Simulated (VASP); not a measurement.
# Si (I4_1/amd) in VASP: single point with PBE

Aim: the single point of Si with PBE.

All numbers are computed with VASP 6.6.1; they aren't measurements. Logs are shortened: lines on timing, memory, paths and dates and some standing lists are left out, and cuts for length are marked.

## Step 1: The cell of the first run

It takes space group I4_1/amd (No. 141, tetragonal). The conventional cell has a = 4.818 Å, b = 4.818 Å, c = 2.645 Å, α = 90.00°, β = 90.00°, γ = 90.00°. Si (site symmetry -4m2) has 10 Si at 2.50 to 3.12 Å within 3.3 Å.

## Step 2: Single point, PBE

Contents of POSCAR:

```
Si
1.0
   -2.4092470789      2.4092470789      1.3226570115
    2.4092470789     -2.4092470789      1.3226570115
    2.4092470789      2.4092470789     -1.3226570115
Si
2
Direct
    0.2500000000      0.7500000000      0.5000000000
    0.5000000000      0.5000000000      0.0000000000
```

Contents of INCAR.step1:

```
ALGO = Normal
EDIFF = 1E-6
ENCUT = 520
GGA = PE
ISIF = 2
ISMEAR = 0
LASPH = True
LCHARG = True
LREAL = False
LWAVE = False
NBANDS = 11
NELM = 60
PREC = Accurate
SIGMA = 0.1
```

Contents of KPOINTS.step1:

```
k-points
0
Gamma
  18 18 18
```

Contents of INCAR.step2:

```
ALGO = Normal
EDIFF = 1E-6
ENCUT = 520
GGA = PE
ICHARG = 11
ISIF = 2
ISMEAR = -5
LASPH = True
LCHARG = False
LORBIT = 11
LREAL = False
LWAVE = False
NBANDS = 11
NEDOS = 1001
NELM = 60
PREC = Accurate
SIGMA = 0.1
```

Contents of KPOINTS.step2:

```
k-points
0
Gamma
  27 27 27
```

Potentials or basis: VASP PAW PBE potentials, release 64 (Si).

Run with:

```console
$ cat potpaw_PBE.64/Si/POTCAR > POTCAR
$ cp INCAR.step1 INCAR
$ cp KPOINTS.step1 KPOINTS
$ mpirun -np 1 vasp_std > vasp.out
$ cp INCAR.step2 INCAR
$ cp KPOINTS.step2 KPOINTS
$ mpirun -np 1 vasp_std > vasp.out
```

OUTCAR:

```text
EDIFF = 1E-6
   ENCUT = 520
   GGA = PE
   ICHARG = 11
   ISIF = 2
   ISMEAR = -5
   LASPH = True
   LORBIT = 11
   LREAL = False
   NELM = 60
   PREC = Accurate

 ion  position               nearest neighbor table
   1  0.250  0.750  0.500-   2 2.50   2 2.50   2 2.50   2 2.50   2 3.12   2 3.12   2 3.12   2 3.12

   2  0.500  0.500  0.000-   1 2.50   1 2.50   1 2.50   1 2.50   1 3.12   1 3.12   1 3.12   1 3.12

  LATTYP: Found a body centered tetragonal cell.
 ALAT       =     4.8184941578
 C/A-ratio  =     0.5489918502

  Lattice vectors:

 A1 = (  -2.4092470789,   2.4092470789,   1.3226570115)
 A2 = (   2.4092470789,  -2.4092470789,   1.3226570115)
 A3 = (   2.4092470789,   2.4092470789,  -1.3226570115)

Analysis of symmetry for initial positions (statically):
=====================================================================
 Subroutine PRICEL returns:
 Original cell was already a primitive cell.

 Routine SETGRP: Setting up the symmetry group for a
 body centered tetragonal supercell.

 Subroutine GETGRP returns: Found 16 space group operations
 (whereof  8 operations were pure point group operations)
 out of a pool of 16 trial point group operations.

The static configuration has the point symmetry D_2d.
 The point group associated with its full space group is D_4h.

Analysis of symmetry for dynamics (positions and initial velocities):
=====================================================================
 Subroutine PRICEL returns:
 Original cell was already a primitive cell.

 Routine SETGRP: Setting up the symmetry group for a
 body centered tetragonal supercell.

 Subroutine GETGRP returns: Found 16 space group operations
 (whereof  8 operations were pure point group operations)
 out of a pool of 16 trial point group operations.

The dynamic configuration has the point symmetry D_2d.
 The point group associated with its full space group is D_4h.

 Subroutine INISYM returns: Found 16 space group operations
 (whereof  8 operations are pure point group operations),
 and found     1 'primitive' translations

----------------------------------------------------------------------------------------

                                     Primitive cell

  volume of cell :      30.7093

  direct lattice vectors                    reciprocal lattice vectors
    -2.409247079  2.409247079  1.322657012     0.000000000  0.207533716  0.378026953
     2.409247079 -2.409247079  1.322657012     0.207533716  0.000000000  0.378026953
     2.409247079  2.409247079 -1.322657012     0.207533716  0.207533716  0.000000000

[... 95 lines left out ...]
   PSTRESS=    0.0 pullay stress
   NELECT =       8.0000    total number of electrons
   NUPDOWN=      -1.0000    fix difference up-down
   EMIN   =  10.00;   EMAX   =-10.00  energy-range for DOS
   EFERMI =   0.00;   METHOD = LEGACY
   ISMEAR =    -5;   SIGMA  =   0.10  broadening in eV -4-tet -1-fermi 0-gaus
   EFERMI_NEDOS =   21; number of points for ismear=-14 and -15
   IALGO  =     38    algorithm
   IMIX   =      4    mixing-type and parameters
     AMIX     =   0.40;   BMIX     =  1.00
     AMIX_MAG =   1.60;   BMIX_MAG =  1.00
  volume/ion in A,a.u.               =      15.35       103.62
  Fermi-wavevector in a.u.,A,eV,Ry     =   1.045558  1.975818 14.873778  1.093192
  Thomas-Fermi vector in A             =   2.180359
   LORBIT       =     11    0 simple, 1 ext, 2 COOP (PROOUT), +10 PAW based schemes
   GGA     = PE    functional components
   LHFCALC =     F    Hartree Fock is set to
   AEXX    =    0.0000 exact exchange contribution
   IVDW    =     0    specifies the selected vdW correction
   LEPSILON=     F    determine dielectric tensor
   LRPA    =     F    only Hartree local field effects (RPA)
 non-spin polarized calculation
 Fermi weights with tetrahedron method with Bloechl corrections
  energy-cutoff  :      520.00
  volume of cell :       30.71
 maximum number of plane-waves:       844

 number of electron       7.9999999 magnetization

 Free energy of the ion-electron system (eV)
  ---------------------------------------------------
  ext. energy  EPLUGINS =         0.00000000
  ---------------------------------------------------
  free energy    TOTEN  =       -10.26714475 eV

  energy without entropy =      -10.26714475  energy(sigma->0) =      -10.26714475

 E-fermi :   9.0512     XC(G=0): -10.8766

 val. band max:        9.1350991878   @ k =   0.4074   0.3704   0.0741
 cond. band min:       9.0007617691   @ k =   0.4444   0.1481   0.0370
 fundamental gap:     -0.1343374187
 Fermi energy:         9.0511680198

 k-point     1 :       0.0000    0.0000    0.0000
  band No.  band energies     occupation
      1      -4.6162      2.00000
      2       6.5541      2.00000
      3       6.5541      2.00000
      4       6.9132      2.00000
      5      10.6535      0.00000
      6      16.6148      0.00000
      7      17.8309      0.00000
      8      17.8309      0.00000
      9      18.3709      0.00000
     10      19.1814      0.00000
     11      19.6530      0.00000
[... 309 lines left out ...]
 k-point    24 :       0.3704    0.0370   -0.0000
  band No.  band energies     occupation
      1      -0.4096      2.00000
      2       4.7463      2.00000
      3       6.3719      2.00000
      4       7.3249      2.00000
      5       8.5175      2.10746
      6      10.9253      0.00000
      7      13.4350      0.00000
      8      14.5635      0.00000
      9      15.8771      0.00000
     10      17.9123      0.00000
     11      21.9852      0.00000

 [... further k-points ...]
[... 5 lines left out ...]
  --------------------------------------------------------------------------------------
  -------------------------------------------------------------------------------------
  Total       -0.0557629     -0.0557629      0.0389124      0.0000000      0.0000000      0.0000000
  in kB       -2.9092826     -2.9092826      2.0301525      0.0000000      0.0000000      0.0000000
  external PRESSURE =      -1.2628042 kB  Pullay stress =       0.0000000 kB

 VOLUME and BASIS-vectors are now :
 -----------------------------------------------------------------------------
  energy-cutoff  :      520.00
  volume of cell :       30.71
      direct lattice vectors                 reciprocal lattice vectors
    -2.409247079  2.409247079  1.322657012     0.000000000  0.207533716  0.378026953
     2.409247079 -2.409247079  1.322657012     0.207533716  0.000000000  0.378026953
     2.409247079  2.409247079 -1.322657012     0.207533716  0.207533716  0.000000000

 POSITION                                       TOTAL-FORCE (eV/Angst)
 -----------------------------------------------------------------------------------
      2.40925      0.00000      0.66133        -0.000000      0.000000     -0.000000
      0.00000      0.00000      1.32266         0.000000     -0.000000      0.000000
 -----------------------------------------------------------------------------------
    total drift:                                0.000000      0.000000      0.000000

  FREE ENERGIE OF THE ION-ELECTRON SYSTEM (eV)
  ---------------------------------------------------
  free  energy   TOTEN  =       -10.2671447469 eV

  energy  without entropy=      -10.2671447469  energy(sigma->0) =      -10.26714475

 total charge

# of ion       s       p       d       tot
------------------------------------------
    1        0.790   0.810   0.000   1.600
    2        0.790   0.810   0.000   1.600
--------------------------------------------------
tot          1.581   1.619   0.000   3.200
```

OSZICAR.step1:

```text
N       E                     dE             d eps       ncg     rms          rms(c)
DAV:   1     0.478886135180E+01    0.47889E+01   -0.33615E+03 10576   0.607E+02
DAV:   2    -0.988930992098E+01   -0.14678E+02   -0.14156E+02 13779   0.806E+01
DAV:   3    -0.102802856892E+02   -0.39098E+00   -0.38875E+00 13699   0.110E+01
DAV:   4    -0.102819279269E+02   -0.16422E-02   -0.16420E-02 12689   0.901E-01
DAV:   5    -0.102819355819E+02   -0.76550E-05   -0.76541E-05 13326   0.560E-02    0.401E+00
DAV:   6    -0.102749747145E+02    0.69609E-02   -0.30677E-03 12192   0.294E-01    0.232E+00
DAV:   7    -0.102700410594E+02    0.49337E-02   -0.73243E-03 11779   0.475E-01    0.217E-01
DAV:   8    -0.102700499553E+02   -0.88958E-05   -0.38874E-04 12904   0.119E-01    0.578E-02
DAV:   9    -0.102700432170E+02    0.67383E-05   -0.15335E-05 12737   0.225E-02    0.138E-02
DAV:  10    -0.102700425466E+02    0.67037E-06   -0.16716E-06  9122   0.753E-03
   1 F= -.10270043E+02 E0= -.10268033E+02  d E =-.401947E-02
```

Wall time 7.6 min (1 thread of Intel Xeon 8259CL, shared host); peak memory 0.56 GiB.

What came out:

```yaml
Valence_electrons_inside_the_program's_atomic_spheres: Si 1.60
```

Levels at points of the mesh, in eV from the Fermi level:
| k point | band 2 | band 3 | band 4 | band 5 | band 6 | band 7 |
| --- | --- | --- | --- | --- | --- | --- |
| (0.00, 0.00, 0.00) | -2.50 | -2.50 | -2.14 | 1.60 | 7.56 | 8.78 |

Caveat: tetrahedron occupations give inexact forces and stress in metals.
